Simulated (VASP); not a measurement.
Set up this calculation in VASP 6.6.1, as the native input.

```yaml
Task: single point
Functional: LDA
Potentials_or_basis: VASP PAW LDA potentials, release 64 (Te)
Cutoff: 520 eV
k_mesh: 9 × 9 × 9
Occupations: fermi-dirac, width 0.1 eV
Spin: no spin polarisation
Dipole_correction: no
Further_INCAR_settings: ALGO = Normal; EDIFF = 1e-06; NBANDS = 13
```

The structure of Te lies in POSCAR:

```
Te
1.0
    0.0000000000      3.3540832690      3.3540832690
    3.3540832690      0.0000000000      3.3540832690
    3.3540832690      3.3540832690      0.0000000000
Te
2
Direct
    0.1250000000      0.1250000000      0.1250000000
    0.8750000000      0.8750000000      0.8750000000
```

This isn't the form of Te at room conditions, which is trigonal, of chains.

These files were run (other wordings do the same):

INCAR

```
SYSTEM = Te
  ALGO = Normal
  EDIFF = 1E-6
  ENCUT = 520
  GGA = CA
  ISIF = 2
  ISMEAR = -1
  LASPH = .True.
  LCHARG = .False.
  LREAL = .False.
  LWAVE = .False.
  NBANDS = 13
  NELM = 100
  PREC = Accurate
  SIGMA = 0.1
```

KPOINTS

```
k-points
0
Gamma
  9 9 9
  0 0 0
```

Potentials or basis: VASP PAW LDA potentials, release 64 (Te).

The run is started by

```sh
$ cat potpaw_LDA.64/Te/POTCAR > POTCAR
$ mpirun -np 1 vasp_std > vasp.out
```

It gave:

- Pressure: 5.6 GPa
- Band gap on the k mesh: zero (bands 6 and 7 overlap by 1.19 eV)

Caveat: the cell stands under pressure; spin-orbit coupling is left out, which moves the levels of the heavy elements.

Wall time 30 s on 1 thread of Intel Xeon 8259CL (shared host), peak memory 0.18 GiB.
